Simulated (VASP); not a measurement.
# C (C2/m) in VASP: a series of runs, part 2 of 2

VASP 6.6.1. Earlier steps stand in the parts before.

## 3. Single point, PBE+D3(BJ)

This run uses another cell than the first one, of 9.92 Å³/atom.

INCAR reads:

```
SYSTEM = C
ALGO = Normal ; EDIFF = 1E-6
ENCUT = 520 ; GGA = PE
ISIF = 2 ; ISMEAR = 0
ISYM = 0 ; IVDW = 12
LASPH = .TRUE. ; LCHARG = .TRUE.
LELF = .TRUE. ; LREAL = .FALSE.
LVHAR = .TRUE. ; LWAVE = .FALSE.
NBANDS = 31 ; NELM = 100
PREC = Accurate ; SIGMA = 0.05
```

KPOINTS reads:

```
k-points
0
G
  7 11 3
  0 0 0
```

POSCAR reads:

```
C
1.0
    0.0000000000      1.4231666446     -3.3613878322
   -2.4649969361      0.0000000000      0.0000000000
    1.2324984681     10.3556210453      3.8292460785
C
10
Direct
    0.5800580762     -0.0138274153      0.7723451695
    0.7678669708      0.6296938885      0.0593877770
    0.9709147471      0.2188135626      0.2376271251
    0.1739625235      0.8079332366      0.4158664732
    0.3770102998      0.3970529107      0.5941058214
    0.8351808056      0.1594257855      0.1188515711
    0.0382285819      0.7485454596      0.2970909192
    0.2412763583      0.3376651337      0.4753302673
    0.4443241346      0.9267848077      0.6535696154
    0.6473719110      0.5159044818      0.8318089635
```

Potentials or basis: VASP PAW PBE potentials, release 64 (C).

Launch:

```
cat potpaw_PBE.64/C/POTCAR > POTCAR
mpirun -np 1 vasp_std > vasp.out
```

OUTCAR:

```text
SYSTEM = C
   EDIFF = 1E-6
   ENCUT = 520
   GGA = PE
   ISIF = 2
   ISMEAR = 0
   ISYM = 0
   IVDW = 12
   LASPH = .TRUE.
   LREAL = .FALSE.
   NELM = 100
   PREC = Accurate
 IVDW          = 12

 ion  position               nearest neighbor table
   1  0.580  0.986  0.772-  10 1.42  10 1.42   9 1.42
   2  0.768  0.630  0.059-   6 1.42   6 1.42
[... 1027 lines left out ...]
  Total      -1.93583    -8.23777    -0.54871     0.00803    -1.29141    -0.00171
  in kB     -31.25351  -132.99692    -8.85880     0.12971   -20.84954    -0.02764
  external pressure =      -57.70 kB  Pullay stress =        0.00 kB

 VOLUME and BASIS-vectors are now :
 -----------------------------------------------------------------------------
  energy-cutoff  :      520.00
  volume of cell :       99.24
      direct lattice vectors                 reciprocal lattice vectors
     0.000000000  1.423166645 -3.361387832     0.000000000  0.095115484 -0.257225545
    -2.464996936  0.000000000  0.000000000    -0.405680017  0.041747125  0.017675174
     1.232498468 10.355621045  3.829246079     0.000000000  0.083494250  0.035350349

 POSITION                                       TOTAL-FORCE (eV/Angst)
 -----------------------------------------------------------------------------------
     -1.47900      8.82363      1.00770        -0.001895      3.156649      0.329368
     -1.47900      1.70780     -2.35369        -0.001807     -0.469475     -0.407249
     -0.24650      3.84255     -2.35369        -0.002495      0.907508      0.151505
     -1.47900      4.55413      1.00770        -0.002911      0.343188      0.002376
     -0.24650      6.68888      1.00770        -0.002189      0.466213      0.006865
     -0.24650      2.41938     -2.35225         0.001738     -3.156650     -0.329297
     -1.47900      3.13097      1.00913         0.002271     -0.466231     -0.006964
     -0.24650      5.26572      1.00913         0.003191     -0.343344     -0.002333
     -1.47900      7.40047      1.00913         0.002490     -0.907460     -0.151554
     -0.24650      9.53522      1.00913         0.001607      0.469602      0.407284
 -----------------------------------------------------------------------------------
    total drift:                               -0.000050     -0.000323     -0.000181

  FREE ENERGIE OF THE ION-ELECTRON SYSTEM (eV)
  ---------------------------------------------------
  free  energy   TOTEN  =       -88.6789136089 eV

  energy  without entropy=      -88.6763489899  energy(sigma->0) =      -88.67763130
```

stdout:

```text
POSCAR found type information on POSCAR C
 POSCAR found :  1 types and      10 ions
 scaLAPACK will be used
 LDA part: xc-table for (Slater+PW92), standard interpolation
 -----------------------------------------------------------------------------
|                                                                             |
|           W    W    AA    RRRRR   N    N  II  N    N   GGGG   !!!           |
|           W    W   A  A   R    R  NN   N  II  NN   N  G    G  !!!           |
|           W    W  A    A  R    R  N N  N  II  N N  N  G       !!!           |
|           W WW W  AAAAAA  RRRRR   N  N N  II  N  N N  G  GGG   !            |
|           WW  WW  A    A  R   R   N   NN  II  N   NN  G    G                |
|           W    W  A    A  R    R  N    N  II  N    N   GGGG   !!!           |
|                                                                             |
|     Your reciprocal lattice and k-lattice belong to different lattice       |
|     classes:                                                                |
|                                                                             |
|        The reciprocal lattice is base-centered monoclinic,                  |
|        whereas your k-lattice is triclinic.                                 |
|                                                                             |
|     Results are often still useful ...                                      |
|                                                                             |
 -----------------------------------------------------------------------------

 POSCAR, INCAR and KPOINTS ok, starting setup
 FFT: planning ... GRIDC
 FFT: planning ... GRID_SOFT
 FFT: planning ... GRID
 WAVECAR not read
 entering main loop
```

Run time: 4.4 min. Hardware: 1 thread of Intel Xeon Platinum 8488C (Sapphire Rapids), shared host; peak memory 0.35 GiB.

Results:

```
Free energy                : -88.6789 eV
Pressure                   : -5.8 GPa
Largest force              : 3.174 eV/Å
Band gap on the k mesh     : zero (bands 20 and 21 overlap by 0.08 eV)
Dispersion energy per atom : -0.146 eV
```

Forces in eV/Å, atoms in the order of the input:
```
C   -0.002  3.157  0.329
C   -0.002 -0.469 -0.407
C   -0.002  0.908  0.152
C   -0.003  0.343  0.002
C   -0.002  0.466  0.007
C    0.002 -3.157 -0.329
C    0.002 -0.466 -0.007
C    0.003 -0.343 -0.002
C    0.002 -0.907 -0.152
C    0.002  0.470  0.407
```

Levels at points of the mesh, in eV from the Fermi level:
```csv
k point,band 18,band 19,band 20,band 21,band 22,band 23
"(0.00, 0.00, 0.00)",-3.28,-3.12,-1.91,1.00,2.24,3.96
```

Caveat: the stress differs along the axes, from -13 to -1 GPa; forces of over 1 eV/Å act on the atoms, so gaps and moduli don't describe the material at rest.
